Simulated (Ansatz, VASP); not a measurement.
InSb: VASP beside Ansatz

File INCAR:

```
  PREC = Accurate
  ENCUT = 500
  EDIFF = 1E-6
  ISMEAR = 0
  SIGMA = 0.05
  LREAL = False
  LASPH = True
  NELM = 120
  ALGO = Normal
  ISIF = 2
  LWAVE = False
  LCHARG = True
  GGA = PE
  LELF = True
  LVHAR = True
  NBANDS = 16
  GGA_COMPAT = False
```

Contents of KPOINTS:

```
regular mesh
0
Gamma
  4 4 4
```

POSCAR

```
InSb
1.0
    0.0000000000      3.2578483799      3.2578483799
    3.2578483799      0.0000000000      3.2578483799
    3.2578483799      3.2578483799      0.0000000000
In Sb
1 1
Direct
    0.0000000000      0.0000000000      0.0000000000
    0.2500000000      0.2500000000      0.2500000000
```

Input for Ansatz:

```yaml
crystal:
  lattice:
    - [0.0, 3.2578483799, 3.2578483799]
    - [3.2578483799, 0.0, 3.2578483799]
    - [3.2578483799, 3.2578483799, 0.0]
  atoms:
    - { symbol: In, position: [0.0, 0.0, 0.0] }
    - { symbol: Sb, position: [0.25, 0.25, 0.25] }
basis:
  ecutwfc: 420
kpoints:
  mp_grid: { grid: [4, 4, 4] }
hamiltonian:
  xc: pbe
scf:
  occupations: { method: gaussian, width: 0.05 }
output:
  forces: true
  stress: true
  eigenvalues: true
```

Alike in both runs: task single point; functional PBE; k mesh 4 × 4 × 4; occupations gaussian, width 0.05 eV; no spin polarisation.

```csv
,VASP,Ansatz
version,VASP 6.6.1,Ansatz 0.2.0
potentials or method,"VASP PAW PBE potentials, release 64 (In_d, Sb), cutoff 500 eV","scalar-relativistic, plane waves, PAW"
valence electrons in the cell,18,28
```

```csv
,VASP,Ansatz,Ansatz less VASP
gap on the k mesh at the Fermi level (eV),none,none,-
pressure (GPa),2.8,2.8,+0.02
```

A gap of «none» marks a metal or a gap that the smearing closes. VASP's potentials hold 18 valence electrons a cell and Ansatz's 28, so a difference there can come from the potentials and not from the codes.

The k mesh is coarse, so the values compare programs but aren't converged. Spin-orbit coupling is off throughout.
